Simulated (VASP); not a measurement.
A run of VASP 6.6.1:

The input POSCAR:

```
BaTiO3
1.0
    3.8952654280      0.0000000000      0.0000000000
    0.0000000000      2.7714148123      2.8480072403
    0.0000000000     -2.7714148123      2.8480072403
Ba Ti O
1 1 3
Direct
    0.0000000000      0.0044061011      0.0044061011
    0.5000000000      0.5135753575      0.5135753575
    0.0000000000      0.4947134013      0.4947134013
    0.5000000000      0.4954342957      0.9880908444
    0.5000000000      0.9880908444      0.4954342957
```

File INCAR.step1:

```
SYSTEM = BaTiO3
PREC = Accurate ; ENCUT = 520
ISMEAR = 0 ; SIGMA = 0.05
LREAL = .False. ; LASPH = .True.
NELM = 150 ; LMAXMIX = 4
LDAU = .True. ; LDAUTYPE = 2
LDAUL = -1 2 -1 ; LDAUU = 0 4 0
LDAUJ = 0 0 0 ; NBANDS = 28
GGA = PE ; ALGO = Normal
EDIFF = 1E-4 ; LWAVE = .True.
LCHARG = .False.
```

INCAR.step2

```
SYSTEM = BaTiO3
PREC = Accurate ; ENCUT = 520
EDIFF = 1E-6 ; ISMEAR = 0
SIGMA = 0.05 ; LREAL = .False.
LASPH = .True. ; NELM = 150
ALGO = Normal ; ISIF = 2
LWAVE = .False. ; LCHARG = .True.
LMAXMIX = 4 ; LDAU = .True.
LDAUTYPE = 2 ; LDAUL = -1 2 -1
LDAUU = 0 4 0 ; LDAUJ = 0 0 0
LDAUPRINT = 1 ; METAGGA = R2SCAN
LMIXTAU = .True. ; LELF = .True.
LVHAR = .True. ; NBANDS = 28
ISTART = 1
```

The input KPOINTS:

```
regular mesh
0
Gamma
  6 6 6
  0 0 0
```

Potentials or basis: VASP PAW PBE potentials, release 64 (Ba_sv, Ti_sv, O).

Command:

```bash
$ cat potpaw_PBE.64/Ba_sv/POTCAR potpaw_PBE.64/Ti_sv/POTCAR potpaw_PBE.64/O/POTCAR > POTCAR
$ cp INCAR.step1 INCAR
$ mpirun -np 1 vasp_std > vasp.out
$ cp INCAR.step2 INCAR
$ mpirun -np 1 vasp_std > vasp.out
```

Hardware: 1 thread of AMD EPYC 7R13 Processor (Zen 3), with other jobs on the host.

Question: Estimate the wall time of this run.

Answer: Run time: 3.8 min on 1 thread of AMD EPYC 7R13 Processor (Zen 3) (shared host), peak memory 0.2 GiB. Counts: k points 52.
